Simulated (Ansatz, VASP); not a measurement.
**Two plane-wave programs on Al2Pt**

```
CELL_PARAMETERS angstrom
0.00000 -2.84092 0.00000
2.84092 0.00000 0.00000
-1.42046 1.42046 6.02651
ATOMIC_POSITIONS crystal
Al 0.00000 0.00000 0.00000
Al 0.66667 0.66667 0.33333
Pt 0.33333 0.33333 0.66667
```

Alike in both runs: task relaxation of cell and atoms; functional PBE; k mesh 12 × 12 × 12; occupations gaussian, width 0.1 eV; no spin polarisation.

|  | VASP | Ansatz |
| --- | --- | --- |
| version | VASP 6.6.1 | Ansatz 0.2.0 |
| potentials or method | VASP PAW PBE potentials, release 64 (Al, Pt), cutoff 600 eV | scalar-relativistic, plane waves, PAW |
| valence electrons in the cell | 16 | 24 |

```tsv
	VASP	Ansatz	Ansatz less VASP
gap on the k mesh at the Fermi level, each at its own relaxed structure (eV)	none	none	-
relaxed volume (Å³/atom)	15.28	15.30	+0.019
relaxed cell length with the largest relative difference (Å)	2.852	2.854	+0.0015
```

A gap of «none» marks a metal or a gap that the smearing closes. VASP's potentials hold 16 valence electrons a cell and Ansatz's 24, so a difference there can come from the potentials and not from the codes.

Neither program's run includes spin-orbit coupling.
